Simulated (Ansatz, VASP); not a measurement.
# One calculation of LiCl, two programs

The input INCAR:

```
SYSTEM = LiCl
PREC = Accurate
ENCUT = 750
EDIFF = 1E-6
ISMEAR = 0
SIGMA = 0.02
LREAL = .FALSE.
LASPH = .TRUE.
NELM = 120
ALGO = Normal
ISIF = 2
LWAVE = .FALSE.
LCHARG = .FALSE.
GGA = PE
NBANDS = 12
GGA_COMPAT = .FALSE.
```

File KPOINTS:

```
regular mesh
0
G
  8 8 8
  0 0 0
```

POSCAR

```
LiCl
1.0
    0.0000000000      2.6948116269      2.6948116269
    2.6948116269      0.0000000000      2.6948116269
    2.6948116269      2.6948116269      0.0000000000
Li Cl
1 1
Direct
    0.0000000000      0.0000000000      0.0000000000
    0.5000000000      0.5000000000      0.5000000000
```

Input for Ansatz:

```yaml
crystal:
  lattice:
    - [0.0, 2.6948116269, 2.6948116269]
    - [2.6948116269, 0.0, 2.6948116269]
    - [2.6948116269, 2.6948116269, 0.0]
  atoms:
    - { symbol: Li, position: [0.0, 0.0, 0.0] }
    - { symbol: Cl, position: [0.5, 0.5, 0.5] }
basis:
  ecutwfc: 420
kpoints:
  mp_grid: { grid: [8, 8, 8] }
hamiltonian:
  xc: pbe
scf:
  occupations: { method: gaussian, width: 0.02 }
output:
  forces: true
  stress: true
  eigenvalues: true
```

Alike in both runs: task single point; functional PBE; k mesh 8 × 8 × 8; occupations gaussian, width 0.02 eV; no spin polarisation.

|  | VASP | Ansatz |
| --- | --- | --- |
| version | VASP 6.6.1 | Ansatz 0.2.0 |
| potentials or method | VASP PAW PBE potentials, release 64 (Li_sv, Cl), cutoff 750 eV | scalar-relativistic, plane waves, PAW |
| valence electrons in the cell | 10 | 10 |

```csv
,VASP,Ansatz,Ansatz less VASP
gap on the k mesh at the Fermi level (eV),5.57,5.57,-0.005
least direct gap on the mesh (eV),5.57,5.57,-0.005
pressure (GPa),-3.3,-3.2,+0.05
```

With one functional, cell and mesh, what is left measures potentials, basis and numerics.
